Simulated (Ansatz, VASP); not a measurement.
## One calculation of W, two programs

The input INCAR:

```
  PREC = Accurate
  ENCUT = 520
  EDIFF = 1E-6
  ISMEAR = -1
  SIGMA = 0.1
  LREAL = False
  LASPH = True
  NELM = 100
  ALGO = Normal
  ISIF = 2
  LWAVE = False
  LCHARG = False
  GGA = PE
  NBANDS = 21
```

The input KPOINTS:

```
regular mesh
0
Gamma
  17 17 9
```

The input POSCAR:

```
W
1.0
    2.6435304265      0.0000000000      0.0000000000
   -1.3217652133      2.2893645050      0.0000000000
    0.0000000000      0.0000000000      4.5861343546
W
2
Direct
    0.3333333333      0.6666666667      0.2500000000
    0.6666666667      0.3333333333      0.7500000000
```

Input for Ansatz:

```yaml
crystal:
  lattice:
    - [2.6435304265, 0.0, 0.0]
    - [-1.3217652133, 2.289364505, 0.0]
    - [0.0, 0.0, 4.5861343546]
  atoms:
    - { symbol: W, position: [0.3333333333, 0.6666666667, 0.25] }
    - { symbol: W, position: [0.6666666667, 0.3333333333, 0.75] }
kpoints:
  mp_grid: { grid: [17, 17, 9] }
scf:
  occupations: { method: fermi_dirac, width: 0.1 }
hamiltonian:
  xc: pbe
  pseudopotentials: { kind: paw }
output:
  forces: true
  stress: true
  eigenvalues: true
  populations: true
```

Change from the starting cell: volume scaled by 0.84, PAW files.

Alike in both runs: task single point; functional PBE; k mesh 17 × 17 × 9; occupations fermi-dirac, width 0.1 eV; no spin polarisation.

|  | VASP | Ansatz |
| --- | --- | --- |
| version | VASP 6.6.1 | Ansatz 0.2.0 |
| potentials or method | VASP PAW PBE potentials, release 64 (W_sv) | PAW with Ansatz's default frozen-core files, scalar-relativistic |
| plane-wave cutoff (eV) | 520 | 420 |
| valence electrons in the cell | 28 | 28 |

VASP gave:

```
pressure (GPa)                                                : 69.6
traceless stress, the component that is largest in VASP (GPa) : -0.15
```

Estimate Ansatz's values.

pressure (GPa): 68.1; traceless stress, the component that is largest in VASP (GPa): -0.01.

Both programs put the cell under a high pressure, so it lies far from rest at this level.

Neither program's run includes spin-orbit coupling. Noted on VASP's run: the cell as given lies far from equilibrium.
